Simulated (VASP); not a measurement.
# As in VASP: a series of runs, part 2 of 2

VASP 6.6.1. Earlier steps stand in the parts before.

## 3. Single point, LDA

Contents of INCAR:

```
SYSTEM = As
PREC = Accurate
ENCUT = 520
EDIFF = 1E-6
ISMEAR = 0
SIGMA = 0.02
LREAL = .FALSE.
LASPH = .TRUE.
NELM = 60
ALGO = Normal
ISIF = 2
LWAVE = .FALSE.
LCHARG = .FALSE.
LDIPOL = .TRUE.
IDIPOL = 3
DIPOL = 0.5 0.5 0.500
NBANDS = 12
```

Contents of KPOINTS:

```
Automatic mesh
0
G
  9 9 1
  0 0 0
```

Contents of POSCAR:

```
As
1.0
    3.5760000000      0.0000000000      0.0000000000
   -1.7880000000      3.0969068439      0.0000000000
    0.0000000000      0.0000000000     28.0000000000
As
2
Direct
    0.3333333333      0.6666666667      0.5264285714
    0.6666666667      0.3333333333      0.4735714286
```

Potentials or basis: VASP PAW LDA potentials, release 64 (As).

Run with:

```bash
$ cat potpaw_LDA.64/As/POTCAR > POTCAR
$ mpirun -np 1 vasp_std > vasp.out
```

OUTCAR:

```text
SYSTEM = As
   PREC = Accurate
   ENCUT = 520
   EDIFF = 1E-6
   ISMEAR = 0
   LREAL = .FALSE.
   LASPH = .TRUE.
   NELM = 60
   ISIF = 2

 ion  position               nearest neighbor table
   1  0.333  0.667  0.526-   2 2.54   2 2.54   2 2.54
   2  0.667  0.333  0.474-   1 2.54   1 2.54   1 2.54

  LATTYP: Found a hexagonal cell.
 ALAT       =     3.5760000000
 C/A-ratio  =     7.8299776286

  Lattice vectors:

 A1 = (   3.5760000000,   0.0000000000,   0.0000000000)
 A2 = (  -1.7880000000,   3.0969068439,   0.0000000000)
 A3 = (   0.0000000000,   0.0000000000,  28.0000000000)

Analysis of symmetry for initial positions (statically):
=====================================================================
 Subroutine PRICEL returns:
 Original cell was already a primitive cell.

 Routine SETGRP: Setting up the symmetry group for a
 hexagonal supercell.

 Subroutine GETGRP returns: Found 12 space group operations
 (whereof 12 operations were pure point group operations)
 out of a pool of 24 trial point group operations.

The static configuration has the point symmetry D_3d.

Analysis of symmetry for dynamics (positions and initial velocities):
=====================================================================
 Subroutine PRICEL returns:
 Original cell was already a primitive cell.

 Routine SETGRP: Setting up the symmetry group for a
 hexagonal supercell.

 Subroutine GETGRP returns: Found 12 space group operations
 (whereof 12 operations were pure point group operations)
 out of a pool of 24 trial point group operations.

The dynamic configuration has the point symmetry D_3d.

 Subroutine INISYM returns: Found 12 space group operations
 (whereof 12 operations are pure point group operations),
 and found     1 'primitive' translations

----------------------------------------------------------------------------------------

                                     Primitive cell

  volume of cell :     310.0871

  direct lattice vectors                    reciprocal lattice vectors
     3.576000000  0.000000000  0.000000000     0.279642058  0.161451418  0.000000000
    -1.788000000  3.096906844  0.000000000     0.000000000  0.322902835  0.000000000
     0.000000000  0.000000000 28.000000000     0.000000000  0.000000000  0.035714286

  length of vectors
     3.576000000  3.576000000 28.000000000     0.322902835  0.322902835  0.035714286

  position of ions in fractional coordinates (direct lattice)
     0.333333333  0.666666667  0.526428571
     0.666666667  0.333333333  0.473571429

  ion indices of the primitive-cell ions
   primitive index   ion index
                 1           1
                 2           2

----------------------------------------------------------------------------------------

 KPOINTS: Automatic mesh

Automatic generation of k-mesh.
 Grid dimensions read from file:
 generate k-points for:    9    9    1

 Generating k-lattice:

  Cartesian coordinates                     Fractional coordinates (reciprocal lattice)
     0.031071340  0.017939046  0.000000000     0.111111111 -0.000000000  0.000000000
     0.000000000  0.035878093  0.000000000     0.000000000  0.111111111  0.000000000
     0.000000000  0.000000000  0.035714286     0.000000000  0.000000000  1.000000000

  Length of vectors
[... 30 lines left out ...]
   NGX,Y,Z   is equivalent  to a cutoff of  13.02, 13.02, 12.47 a.u.
   NGXF,Y,Z  is equivalent  to a cutoff of  26.03, 26.03, 24.94 a.u.
 SYSTEM =  As
   PREC   = accura    normal or accurate (medium, high low for compatibility)
   ISTART =      0    job   : 0-new  1-cont  2-samecut
   ICHARG =      2    charge: 1-file 2-atom 10-const
   ISPIN  =      1    spin polarized calculation?
   LNONCOLLINEAR =      F non collinear calculations
   LSORBIT =      F    spin-orbit coupling
   LASPH  =      T    aspherical Exc in radial PAW
   ENCUT  =  520.0 eV  38.22 Ry    6.18 a.u.   6.65  6.65 52.06*2*pi/ulx,y,z
   NELM   =     60;   NELMIN=  2; NELMDL= -5     # of ELM steps
   EDIFF  = 0.1E-05   stopping-criterion for ELM
   LREAL  =      F    real-space projection
   EDIFFG = 0.1E-04   stopping-criterion for IOM
   NSW    =      0    number of steps for IOM
   IBRION =     -1    ionic relax: 0-MD 1-quasi-New 2-CG
   NFREE  =      0    steps in history (QN), initial steepest desc. (CG)
   ISIF   =      2    stress and relaxation
   ISYM   =      2    0-nonsym 1-usesym 2-fastsym
   POTIM  = 0.5000    time-step for ionic-motion
   TEBEG  =    0.0;   TEEND  =   0.0 temperature during run
   PSTRESS=    0.0 pullay stress
   NELECT =      10.0000    total number of electrons
   NUPDOWN=      -1.0000    fix difference up-down
   EMIN   =  10.00;   EMAX   =-10.00  energy-range for DOS
   EFERMI =   0.00;   METHOD = LEGACY
   ISMEAR =     0;   SIGMA  =   0.02  broadening in eV -4-tet -1-fermi 0-gaus
   EFERMI_NEDOS =   21; number of points for ismear=-14 and -15
   IALGO  =     38    algorithm
   IMIX   =      4    mixing-type and parameters
     AMIX     =   0.40;   BMIX     =  1.00
     AMIX_MAG =   1.60;   BMIX_MAG =  1.00
  volume/ion in A,a.u.               =     155.04      1046.29
  Fermi-wavevector in a.u.,A,eV,Ry     =   0.521091  0.984719  3.694470  0.271536
  Thomas-Fermi vector in A             =   1.539255
   LORBIT       =      0    0 simple, 1 ext, 2 COOP (PROOUT), +10 PAW based schemes
   GGA     = CA    functional components
   LHFCALC =     F    Hartree Fock is set to
   AEXX    =    0.0000 exact exchange contribution
   IVDW    =     0    specifies the selected vdW correction
   LEPSILON=     F    determine dielectric tensor
   LRPA    =     F    only Hartree local field effects (RPA)
 non-spin polarized calculation
 Gauss-broadening in eV      SIGMA  =   0.02
  energy-cutoff  :      520.00
  volume of cell :      310.09
 maximum number of plane-waves:      8445
 NGX is ok and might be reduce to    28
   NGX = 13   NGY = 13   NGZ =105

 number of electron      10.0000001 magnetization

 dipolmoment           0.000000      0.000000     -0.000000 electrons x Angstroem

 Free energy of the ion-electron system (eV)
  ---------------------------------------------------
  ext. energy  EPLUGINS =         0.00000000
  ---------------------------------------------------
  free energy    TOTEN  =       -10.37359774 eV

  energy without entropy =      -10.37359774  energy(sigma->0) =      -10.37359774

 E-fermi :  -3.5968     XC(G=0):  -1.9504

 val. band max:       -3.7289134420   @ k =   0.0000   0.0000   0.0000
 cond. band min:      -2.6139516213   @ k =   0.3333  -0.0000   0.0000
 fundamental gap:      1.1149618208
 Fermi energy:        -3.5968476591

 k-point     1 :       0.0000    0.0000    0.0000
  band No.  band energies     occupation
      1     -17.4157      2.00000
      2     -11.5822      2.00000
      3      -4.9602      2.00000
      4      -3.7289      2.00000
      5      -3.7289      2.00000
      6      -1.9628      0.00000
      7      -0.5180      0.00000
      8      -0.5180      0.00000
      9       0.8600      0.00000
     10       1.1026      0.00000
     11       1.4945      0.00000
     12       1.7613      0.00000
[... 151 lines left out ...]
 k-point    12 :       0.3333    0.3333    0.0000
  band No.  band energies     occupation
      1     -13.8840      2.00000
      2     -13.8840      2.00000
      3      -8.2588      2.00000
      4      -6.1549      2.00000
      5      -6.1549      2.00000
      6      -2.4414      0.00000
      7       0.1070      0.00000
      8       0.1070      0.00000
      9       3.8296      0.00000
     10       4.9365      0.00000
     11       4.9365      0.00000
     12       5.7784      0.00000

------------------------ aborting loop because EDIFF is reached ----------------------------------------

 vacuum level on the upper side and lower side of the slab       (xc-potential included)        -0.007        -0.007

  FORCE on cell =-STRESS in cart. coord.  units (eV):
  Direction    XX          YY          ZZ          XY          YZ          ZX
  --------------------------------------------------------------------------------------
  -------------------------------------------------------------------------------------
  Total       -1.3086056     -1.3086056     -1.9764590      0.0000000     -0.0000000      0.0000000
  in kB       -6.7613851     -6.7613851    -10.2120920      0.0000000     -0.0000000      0.0000000
  external PRESSURE =      -7.9116207 kB  Pullay stress =       0.0000000 kB

 VOLUME and BASIS-vectors are now :
 -----------------------------------------------------------------------------
  energy-cutoff  :      520.00
  volume of cell :      310.09
      direct lattice vectors                 reciprocal lattice vectors
     3.576000000  0.000000000  0.000000000     0.279642058  0.161451418  0.000000000
    -1.788000000  3.096906844  0.000000000     0.000000000  0.322902835  0.000000000
     0.000000000  0.000000000 28.000000000     0.000000000  0.000000000  0.035714286

 POSITION                                       TOTAL-FORCE (eV/Angst)
 -----------------------------------------------------------------------------------
     -0.00000      2.06460     14.74000        -0.000000      0.000000     -1.334646
      1.78800      1.03230     13.26000         0.000000      0.000000      1.334646
 -----------------------------------------------------------------------------------
    total drift:                               -0.000000     -0.000000     -0.000000

  FREE ENERGIE OF THE ION-ELECTRON SYSTEM (eV)
  ---------------------------------------------------
  free  energy   TOTEN  =       -10.3735977419 eV

  energy  without entropy=      -10.3735977419  energy(sigma->0) =      -10.37359774

 vacuum level on the upper side and lower side of the slab         1.371         1.371
```

Wall time 53 s (1 thread of Intel Xeon Platinum 8488C (Sapphire Rapids), shared host); peak memory 0.31 GiB.

What came out:

| Quantity | Value |
| --- | --- |
| Free energy | -10.3736 eV |
| Largest force | 1.335 eV/Å |
| Band gap on the k mesh | 1.11 eV, indirect (least direct gap 1.77 eV) |

Forces on the atoms (eV/Å):
```
As   0.000  0.000 -1.335
As   0.000  0.000  1.335
```

Levels at points of the mesh, in eV from the valence-band top:
```tsv
k point	band 1	band 2	band 3	band 4	band 5	band 6	band 7	band 8	band 9	band 10
(0.00, 0.00, 0.00)	-13.69	-7.85	-1.23	0.00	0.00	1.77	3.21	3.21	4.59	4.83
```

## 4. Single point, LDA

This run uses another cell than the first one, of 165.00 Å³/atom, 1.064 times its volume.

Contents of INCAR:

```
SYSTEM = As
PREC = Accurate ; ENCUT = 520
EDIFF = 1E-6 ; ISMEAR = 0
SIGMA = 0.02 ; LREAL = .False.
LASPH = .True. ; NELM = 100
ALGO = Normal ; ISIF = 2
LWAVE = .False. ; LCHARG = .False.
LDIPOL = .True. ; IDIPOL = 3
DIPOL = 0.5 0.5 0.500 ; NBANDS = 12
```

Contents of KPOINTS:

```
regular mesh
0
Gamma
  9 9 1
  0 0 0
```

Contents of POSCAR:

```
As
1.0
    3.6890000000      0.0000000000      0.0000000000
   -1.8445000000      3.1947677146      0.0000000000
    0.0000000000      0.0000000000     28.0000000000
As
2
Direct
    0.3333333333      0.6666666667      0.5317142857
    0.6666666667      0.3333333333      0.4682857143
```

Potentials or basis: VASP PAW LDA potentials, release 64 (As).

Run with:

```bash
$ cat potpaw_LDA.64/As/POTCAR > POTCAR
$ mpirun -np 1 vasp_std > vasp.out
```

OUTCAR:

```text
SYSTEM = As
   PREC = Accurate
   ENCUT = 520
   EDIFF = 1E-6
   ISMEAR = 0
   LREAL = .False.
   LASPH = .True.
   NELM = 100
   ISIF = 2

 ion  position               nearest neighbor table
   1  0.333  0.667  0.532-   2 2.77   2 2.77   2 2.77
   2  0.667  0.333  0.468-   1 2.77   1 2.77   1 2.77

  LATTYP: Found a hexagonal cell.
 ALAT       =     3.6890000000
 C/A-ratio  =     7.5901328273

  Lattice vectors:

 A1 = (   3.6890000000,   0.0000000000,   0.0000000000)
 A2 = (  -1.8445000000,   3.1947677146,   0.0000000000)
 A3 = (   0.0000000000,   0.0000000000,  28.0000000000)

Analysis of symmetry for initial positions (statically):
=====================================================================
 Subroutine PRICEL returns:
 Original cell was already a primitive cell.

 Routine SETGRP: Setting up the symmetry group for a
 hexagonal supercell.

 Subroutine GETGRP returns: Found 12 space group operations
 (whereof 12 operations were pure point group operations)
 out of a pool of 24 trial point group operations.

The static configuration has the point symmetry D_3d.
[... 169 lines left out ...]
      8      -0.7076      0.00000
      9       0.9223      0.00000
     10       0.9733      0.00000
     11       1.3563      0.00000
     12       1.7046      0.00000
[... 151 lines left out ...]
 k-point    12 :       0.3333    0.3333    0.0000
  band No.  band energies     occupation
      1     -13.1571      2.00000
      2     -13.1571      2.00000
      3      -6.9459      2.00000
      4      -5.8922      2.00000
      5      -5.8922      2.00000
      6      -2.8668      0.04600
      7      -0.8829      0.00000
      8      -0.8829      0.00000
      9       3.5871      0.00000
     10       4.6894      0.00000
     11       4.6894      0.00000
     12       5.2440      0.00000

------------------------ aborting loop because EDIFF is reached ----------------------------------------

 vacuum level on the upper side and lower side of the slab       (xc-potential included)        -0.007        -0.007

  FORCE on cell =-STRESS in cart. coord.  units (eV):
  Direction    XX          YY          ZZ          XY          YZ          ZX
  --------------------------------------------------------------------------------------
  -------------------------------------------------------------------------------------
  Total       -2.9327641     -2.9327641     -6.8333174      0.0000000     -0.0000000      0.0000000
  in kB      -14.2390740    -14.2390740    -33.1769303      0.0000000     -0.0000000      0.0000000
  external PRESSURE =     -20.5516927 kB  Pullay stress =       0.0000000 kB

 VOLUME and BASIS-vectors are now :
 -----------------------------------------------------------------------------
  energy-cutoff  :      520.00
  volume of cell :      329.99
      direct lattice vectors                 reciprocal lattice vectors
     3.689000000  0.000000000  0.000000000     0.271076172  0.156505901  0.000000000
    -1.844500000  3.194767715  0.000000000     0.000000000  0.313011802  0.000000000
     0.000000000  0.000000000 28.000000000     0.000000000  0.000000000  0.035714286

 POSITION                                       TOTAL-FORCE (eV/Angst)
 -----------------------------------------------------------------------------------
     -0.00000      2.12985     14.88800         0.000000      0.000000     -3.846986
      1.84450      1.06492     13.11200         0.000000     -0.000000      3.846986
 -----------------------------------------------------------------------------------
    total drift:                               -0.000000     -0.000000     -0.000000

  FREE ENERGIE OF THE ION-ELECTRON SYSTEM (eV)
  ---------------------------------------------------
  free  energy   TOTEN  =        -9.4090458042 eV

  energy  without entropy=       -9.4089696877  energy(sigma->0) =       -9.40900775

 vacuum level on the upper side and lower side of the slab         1.239         1.239
```

stdout:

```text
POSCAR found type information on POSCAR As
 POSCAR found :  1 types and       2 ions
 scaLAPACK will be used
 LDA part: xc-table for (Slater(with rela. corr.)+CA(PZ))
 , standard interpolation
 POSCAR, INCAR and KPOINTS ok, starting setup
 FFT: planning ... GRIDC
 FFT: planning ... GRID_SOFT
 FFT: planning ... GRID
 WAVECAR not read
 entering main loop
```

It took 64 s on 1 thread of Intel Xeon Platinum 8375C at 2.90GHz (Ice Lake), shared host; peak memory 0.3 GiB.

Results:

```yaml
Free_energy: -9.4090 eV
Largest_force: 3.847 eV/Å
Band_gap_on_the_k_mesh: 0.06 eV, indirect (least direct gap 0.98 eV)
```

Forces in eV/Å, atoms in the order of the input:
```
As   0.000  0.000 -3.847
As   0.000  0.000  3.847
```
